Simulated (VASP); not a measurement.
# Mg8O7F (a cell with a defect) in VASP: notebook

Aim: see how the results for Mg8O7F (a cell with a defect) move with the level of theory and the settings. Levels: PBEsol, PBEsol+D4. Tasks: single point.

Program: VASP 6.6.1. These are calculated values, not measurements. Logs are shortened: lines on timing, memory, paths and dates and some standing lists are left out, and cuts for length are marked.

### 1 The cell of the first run

The cell holds a defect, 16 atoms: a = 8.429 Å, b = 4.214 Å, c = 4.214 Å, α = 90.00°, β = 90.00°, γ = 90.00°.

### 2 Single point, PBEsol, collinear spin, ferromagnetic start

INCAR

```
  PREC = Accurate
  ENCUT = 520
  EDIFF = 1E-6
  ISMEAR = -1
  SIGMA = 0.05
  LREAL = F
  LASPH = T
  NELM = 200
  ALGO = Normal
  ISIF = 2
  LWAVE = F
  LCHARG = F
  ISPIN = 2
  MAGMOM = 0.25 0.25 0.25 0.25 0.25 0.25 0.25 0.25 0.25 0.25 0.25 0.25 0.25 0.25 0.25 0.25
  LORBIT = 11
  GGA = PS
  NELECT = 64.0
  NBANDS = 50
  GGA_COMPAT = F
```

KPOINTS

```
Automatic mesh
0
Gamma
  1 1 1
  0.5 0.5 0.5
```

POSCAR

```
Mg8O7F
1.0
    8.4288080000      0.0000000000      0.0000000000
    0.0000000000      4.2144040000      0.0000000000
    0.0000000000      0.0000000000      4.2144040000
O F Mg
7 1 8
Direct
    0.2468460000      0.9968890000      0.0066530000
    0.7431730000      0.9868970000      0.9946140000
    0.0022690000      0.4967320000      0.9854380000
    0.9945540000      0.0020550000      0.4936910000
    0.5030430000      0.9759710000      0.5016150000
    0.2480190000      0.4992000000      0.4966550000
    0.7531740000      0.5042310000      0.5016850000
    0.5035730000      0.5103590000      0.9912640000
    0.9966750000      0.0013650000      0.0184320000
    0.4995570000      0.0173740000      0.0205560000
    0.2480700000      0.5009210000      0.0024170000
    0.7422940000      0.5120400000      0.0011130000
    0.2565180000      0.9953070000      0.5046040000
    0.7437810000      0.9969260000      0.5125560000
    0.9941170000      0.5037770000      0.5004010000
    0.4982240000      0.4910280000      0.5040190000
```

Potentials or basis: VASP PAW PBE potentials, release 64 (O, F, Mg).

Run with:

```sh
cat potpaw_PBE.64/O/POTCAR potpaw_PBE.64/F/POTCAR potpaw_PBE.64/Mg/POTCAR > POTCAR
mpirun -np 1 vasp_std > vasp.out
```

OUTCAR:

```text
PREC = Accurate
   ENCUT = 520
   EDIFF = 1E-6
   ISMEAR = -1
   LREAL = F
   LASPH = T
   NELM = 200
   ISIF = 2
   ISPIN = 2
   LORBIT = 11
   GGA = PS
   NELECT = 64.0

 ion  position               nearest neighbor table
   1  0.247  0.997  0.007-  11 2.09  13 2.10   9 2.11  13 2.12  11 2.12  10 2.13
   2  0.743  0.987  0.995-  12 2.00  14 2.03  10 2.06   9 2.14  14 2.18  12 2.21
   3  0.002  0.497  0.985-  15 2.05  11 2.07   9 2.09   9 2.13  15 2.17  12 2.19
   4  0.995  0.002  0.494-   9 2.00  15 2.10  15 2.11  14 2.12  13 2.21   9 2.21
   5  0.503  0.976  0.502-  14 2.03  10 2.04  16 2.04  13 2.08  16 2.17  10 2.19
   6  0.248  0.499  0.497-  11 2.08  13 2.09  16 2.11  13 2.13  11 2.13  15 2.14
   7  0.753  0.504  0.502-  15 2.03  14 2.08  12 2.11  12 2.11  14 2.14  16 2.15
   8  0.504  0.510  0.991-  12 2.01  16 2.06  10 2.08  10 2.14  11 2.15  16 2.16
   9  0.997  0.001  0.018-   4 2.00   3 2.09   1 2.11   3 2.13   2 2.14   4 2.21  15 2.92  15 2.93
                            12 2.98  14 2.98  11 2.99  11 2.99  13 3.00  14 3.01  15 3.03  12 3.04
  10  0.500  0.017  0.021-   5 2.04   2 2.06   8 2.08   1 2.13   8 2.14   5 2.19  16 2.85  13 2.89
                            12 2.92  14 2.92  11 2.94  16 2.95  12 2.95  14 2.97  13 2.99  16 3.01
  11  0.248  0.501  0.002-   3 2.07   6 2.08   1 2.09   1 2.12   6 2.13   8 2.15  10 2.94  13 2.96
                            13 2.97  16 2.98  16 2.99   9 2.99   9 2.99  13 2.99  15 3.00  13 3.00
  12  0.742  0.512  0.001-   2 2.00   8 2.01   7 2.11   7 2.11   3 2.19   2 2.21  14 2.90  10 2.92
                            16 2.94  10 2.95  16 2.96  14 2.97   9 2.98  15 2.99  14 2.99  15 2.99
  13  0.257  0.995  0.505-   5 2.08   6 2.09   1 2.10   1 2.12   6 2.13   4 2.21  10 2.89  16 2.92
                            16 2.94  11 2.96  11 2.97  10 2.99  11 2.99   9 3.00  11 3.00  15 3.03
  14  0.744  0.997  0.513-   5 2.03   2 2.03   7 2.08   4 2.12   7 2.14   2 2.18  12 2.90  10 2.92
                            16 2.94  15 2.96  12 2.97  10 2.97  16 2.97   9 2.98  12 2.99  15 3.00
  15  0.994  0.504  0.500-   7 2.03   3 2.05   4 2.10   4 2.11   6 2.14   3 2.17   9 2.92   9 2.93
                            14 2.96  12 2.99  12 2.99  11 3.00  14 3.00  11 3.01   9 3.03  13 3.03
  16  0.498  0.491  0.504-   5 2.04   8 2.06   6 2.11   7 2.15   8 2.16   5 2.17  10 2.85  13 2.92
                            14 2.94  12 2.94  13 2.94  10 2.95  12 2.96  14 2.97  11 2.98  11 2.99

  LATTYP: Found a simple tetragonal cell.
 ALAT       =     4.2144040000
 C/A-ratio  =     2.0000000000

  Lattice vectors:

 A1 = (   0.0000000000,   4.2144040000,   0.0000000000)
 A2 = (   0.0000000000,   0.0000000000,   4.2144040000)
 A3 = (   8.4288080000,   0.0000000000,   0.0000000000)

Analysis of symmetry for initial positions (statically):
=====================================================================
 Subroutine PRICEL returns:
 Original cell was already a primitive cell.

 Routine SETGRP: Setting up the symmetry group for a
 simple tetragonal supercell.

 Subroutine GETGRP returns: Found  1 space group operations
 (whereof  1 operations were pure point group operations)
 out of a pool of 16 trial point group operations.

[... 188 lines left out ...]

 spin component 1

 k-point     1 :       0.5000    0.5000    0.5000
  band No.  band energies     occupation
      1     -22.5301      1.00000
      2     -13.9043      1.00000
      3     -12.6855      1.00000
      4     -12.6345      1.00000
      5     -12.6265      1.00000
      6     -12.6156      1.00000
[... 36 lines left out ...]
     43      14.3011      0.00000
     44      14.8680      0.00000
 Fermi energy:         5.0505783039

 spin component 2

 k-point     1 :       0.5000    0.5000    0.5000
  band No.  band energies     occupation
      1     -22.5301      1.00000
      2     -13.9043      1.00000
      3     -12.6855      1.00000
      4     -12.6345      1.00000
      5     -12.6265      1.00000
      6     -12.6156      1.00000
[... 36 lines left out ...]
     43      14.3008      0.00000
     44      14.8678      0.00000
 [bands above 44 left out]

------------------------ aborting loop because EDIFF is reached ----------------------------------------

  FORCE on cell =-STRESS in cart. coord.  units (eV):
  Direction    XX          YY          ZZ          XY          YZ          ZX
  --------------------------------------------------------------------------------------
  -------------------------------------------------------------------------------------
  Total       -4.7117008    -14.2351069    -13.2993858      0.0631138     -0.0371922      0.1025017
  in kB      -50.4254514   -152.3466195   -142.3323679      0.6754548     -0.3980370      1.0969910
  external PRESSURE =    -115.0348129 kB  Pullay stress =       0.0000000 kB

 VOLUME and BASIS-vectors are now :
 -----------------------------------------------------------------------------
  energy-cutoff  :      520.00
  volume of cell :      149.71
      direct lattice vectors                 reciprocal lattice vectors
     8.428808000  0.000000000  0.000000000     0.118640738  0.000000000  0.000000000
     0.000000000  4.214404000  0.000000000     0.000000000  0.237281476  0.000000000
     0.000000000  0.000000000  4.214404000     0.000000000  0.000000000  0.237281476

 POSITION                                       TOTAL-FORCE (eV/Angst)
 -----------------------------------------------------------------------------------
      2.08062      4.20129      0.02804         2.100143      0.240814     -0.178798
      6.26406      4.15918      4.19171        -1.400311      0.936596      0.567402
      0.01912      2.09343      4.15303        -0.459372      0.230807      0.794869
      8.38290      0.00866      2.08061         0.122752     -0.116360      0.374172
      4.24005      4.11314      2.11401        -0.610410      1.216012      0.164536
      2.09050      2.10383      2.09310         1.994974     -0.229325      0.190439
[... 8 lines left out ...]
      8.37922      2.12312      2.10889         0.496305     -0.218773     -0.042235
      4.19943      2.06939      2.12414         0.175020      0.356303     -0.001849
 -----------------------------------------------------------------------------------
    total drift:                                0.000597     -0.001089      0.000512

  FREE ENERGIE OF THE ION-ELECTRON SYSTEM (eV)
  ---------------------------------------------------
  free  energy   TOTEN  =      -102.6645263255 eV

  energy  without entropy=     -102.6645263254  energy(sigma->0) =     -102.66452633

 total charge

# of ion       s       p       d       tot
------------------------------------------
    1        1.531   3.522   0.000   5.053
    2        1.531   3.539   0.000   5.070
    3        1.528   3.532   0.000   5.059
    4        1.528   3.530   0.000   5.058
    5        1.537   3.527   0.000   5.064
    6        1.531   3.521   0.000   5.053
[... 8 lines left out ...]
   15        0.195   0.091   0.122   0.408
   16        0.182   0.104   0.104   0.391
--------------------------------------------------
tot         13.984  29.888   0.930  44.802

 magnetization (x)

# of ion       s       p       d       tot
------------------------------------------
    1        0.000   0.000   0.000   0.000
    2        0.000   0.000   0.000   0.000
    3        0.000   0.000   0.000   0.000
    4        0.000   0.000   0.000   0.000
    5        0.000   0.000   0.000   0.000
    6        0.000   0.000   0.000   0.000
[... 8 lines left out ...]
   15       -0.000  -0.000  -0.000  -0.000
   16       -0.000  -0.000  -0.000  -0.000
--------------------------------------------------
tot          0.000   0.000  -0.000   0.000
```

OSZICAR:

```text
N       E                     dE             d eps       ncg     rms          rms(c)
DAV:   1     0.290690399987E+03    0.29069E+03   -0.31643E+04   208   0.118E+03
DAV:   2    -0.928903105949E+02   -0.38358E+03   -0.36900E+03   264   0.258E+02
DAV:   3    -0.113238536902E+03   -0.20348E+02   -0.20195E+02   248   0.580E+01
DAV:   4    -0.113368970815E+03   -0.13043E+00   -0.13039E+00   208   0.538E+00
DAV:   5    -0.113369501039E+03   -0.53022E-03   -0.53020E-03   224   0.351E-01    0.188E+01
DAV:   6    -0.103045782142E+03    0.10324E+02   -0.28184E+01   216   0.260E+01    0.613E+00
DAV:   7    -0.102893270823E+03    0.15251E+00   -0.12754E+00   240   0.526E+00    0.407E+00
DAV:   8    -0.102667226290E+03    0.22604E+00   -0.54900E-01   248   0.471E+00    0.108E+00
DAV:   9    -0.102664499627E+03    0.27267E-02   -0.67178E-02   232   0.121E+00    0.467E-01
DAV:  10    -0.102665576835E+03   -0.10772E-02   -0.13990E-02   232   0.580E-01    0.257E-01
DAV:  11    -0.102664699605E+03    0.87723E-03   -0.15264E-03   256   0.244E-01    0.101E-01
DAV:  12    -0.102664529253E+03    0.17035E-03   -0.73229E-04   248   0.168E-01    0.463E-02
DAV:  13    -0.102664522176E+03    0.70766E-05   -0.81727E-05   224   0.412E-02    0.224E-02
DAV:  14    -0.102664526330E+03   -0.41540E-05   -0.27594E-05   248   0.251E-02    0.689E-03
DAV:  15    -0.102664526326E+03    0.48535E-08   -0.18536E-06   208   0.780E-03
   1 F= -.10266453E+03 E0= -.10266453E+03  d E =-.113746E-09  mag=    -0.0004
```

stdout:

```text
POSCAR found type information on POSCAR O F Mg
 POSCAR found :  3 types and      16 ions
 scaLAPACK will be used
 -----------------------------------------------------------------------------
|                                                                             |
|                                                                             |
|     You enforced a specific xc type in the INCAR file but a different       |
|     I HOPE YOU KNOW WHAT YOU ARE DOING!                                     |
|                                                                             |
 -----------------------------------------------------------------------------

 LDA part: xc-table for (Slater+PW92), standard interpolation
 POSCAR, INCAR and KPOINTS ok, starting setup
 FFT: planning ... GRIDC
 FFT: planning ... GRID_SOFT
 FFT: planning ... GRID
 WAVECAR not read
 entering main loop
 the old and the new charge density differ
 old charge density:    65.00000 new   64.00000
    0.188E+01
```

It took 22 s on 1 thread of Intel Xeon 6975P-C (Granite Rapids), shared host; peak memory 0.28 GiB.

Results:

| Quantity | Value |
| --- | --- |
| Free energy | -102.6645 eV |
| Largest force | 3.135 eV/Å |
| Net moment | 0.00 μB per cell |
| Valence electrons inside the program's atomic spheres | O 5.05, 5.07, 5.06 (each value once); F 6.16; Mg 0.40, 0.42, 0.41, 0.39 (each value once) |

Forces in eV/Å, atoms in the order of the input:
```
O    2.100  0.241 -0.179
O   -1.400  0.937  0.567
O   -0.459  0.231  0.795
O    0.123 -0.116  0.374
O   -0.610  1.216  0.165
O    1.995 -0.229  0.190
O   -2.318 -0.494 -0.140
F   -0.534 -0.520  0.418
Mg   0.069  0.020 -0.923
Mg  -0.072 -1.036 -0.724
Mg  -2.421  0.010 -0.103
Mg   3.098 -0.479 -0.047
Mg  -1.963  0.042  0.045
Mg   1.722  0.040 -0.395
Mg   0.496 -0.219 -0.042
Mg   0.175  0.356 -0.002
```

Caveat: the k points lie up to 1.49 Å⁻¹ apart; the cell carries a net charge on a neutralising background, which shifts energy and pressure; the cell is charged against a uniform background, so pressure and absolute levels hang on convention; the PAW data sets were made with another functional, which shifts forces and pressure a little.

(Continued in part 2 of 2.)
